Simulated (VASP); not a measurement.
**Mn: relaxation of cell and atoms with PBEsol**

Crystal: Mn.

```
Mn
1.0
     0.00000    1.72932    1.72932
     1.72932    0.00000    1.72932
     1.72932    1.72932    0.00000
Mn
1
Direct
  0.50000 0.50000 0.50000
```

- Program: VASP 6.6.1
- Task: relaxation of cell and atoms
- Functional: PBEsol
- Potentials or basis: VASP PAW PBE potentials, release 64 (Mn_pv)
- Cutoff: 600 eV
- k mesh: 28 × 28 × 28
- Occupations: gaussian, width 0.1 eV
- Spin: no spin polarisation
- Dipole correction: no
- Further INCAR settings: ALGO = Normal; EDIFF = 1e-06; IBRION = 2; EDIFFG = -0.01; NSW = 100; ISIF = 3

The relaxed volume is 10.35 Å³/atom and the relaxed cell is a = 2.446 Å, b = 2.446 Å, c = 2.446 Å, α = 60.00°, β = 60.00°, γ = 60.00°. The space group after relaxing (to 0.05 Å) is Fm-3m (No. 225). The energy gained by relaxing is 0.0 meV/atom and the ionic steps are 3. The pressure after relaxing is 0.0 GPa.

Final structure:
```
Mn
1.0
     0.00000    1.72967    1.72967
     1.72967    0.00000    1.72967
     1.72967    1.72967    0.00000
Mn
1
Cartesian
  1.7297 1.7297 1.7297
```

Levels at points of the mesh, in eV from the Fermi level:
```tsv
k point	band 5	band 6	band 7	band 8	band 9	band 10
(0.00, 0.00, 0.00)	-1.21	-1.21	-1.21	0.56	0.56	21.65
(0.50, 0.00, 0.00)	-1.35	-1.35	0.53	1.82	1.82	9.46
(0.50, 0.50, 0.00)	-4.14	1.76	2.15	2.15	3.67	12.74
```

Wall time 2.7 min on 1 thread of AMD EPYC 7R13 (shared host), peak memory 0.17 GiB.

Caveat: the PAW data sets were made with another functional, which shifts forces and pressure a little; the run has no spin polarisation, though such a crystal can be magnetic. Spin polarisation is off, so any magnetic state and its effect on volume and gap are missing.
